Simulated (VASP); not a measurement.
A run of VASP 6.6.1 is set up as follows.

Contents of INCAR:

```
SYSTEM = PbO
ALGO = Normal ; DIPOL = 0.5 0.5 0.500
EDIFF = 1E-6 ; ENCUT = 520
GGA = PE ; IDIPOL = 3
ISIF = 2 ; ISMEAR = 0
IVDW = 12 ; LASPH = .True.
LCHARG = .False. ; LDIPOL = .True.
LREAL = .False. ; LWAVE = .False.
NBANDS = 28 ; NELM = 80
PREC = Accurate ; SIGMA = 0.05
```

The input KPOINTS:

```
k-points
0
Gamma
  8 8 1
  0 0 0
```

File POSCAR:

```
PbO
1.0
    4.0111793665      0.0000000000      0.0000000000
    0.0000000000      4.0111793665      0.0000000000
    0.0000000000      0.0000000000     20.3613442038
Pb O
2 2
Direct
    0.5000000000      0.0000000000      0.4407088639
    0.0000000000      0.5000000000      0.5592911247
    0.0000000000      0.0000000000      0.5000000057
    0.5000000000      0.5000000000      0.5000000057
```

Potentials or basis: VASP PAW PBE potentials, release 64 (Pb_d, O).

The run is started by

```console
$ cat potpaw_PBE.64/Pb_d/POTCAR potpaw_PBE.64/O/POTCAR > POTCAR
$ mpirun -np 1 vasp_std > vasp.out
```

Predict the largest force.

0.039 eV/Å.

Estimate the band gap on the k mesh.

2.59 eV.

Estimate the dispersion energy per atom.

-0.138 eV.

Forces on the atoms (eV/Å):
```
Pb   0.000  0.000 -0.039
Pb   0.000  0.000  0.039
O    0.000  0.000  0.000
O    0.000  0.000  0.000
```

Caveat: spin-orbit coupling is left out, which moves the levels of the heavy elements.
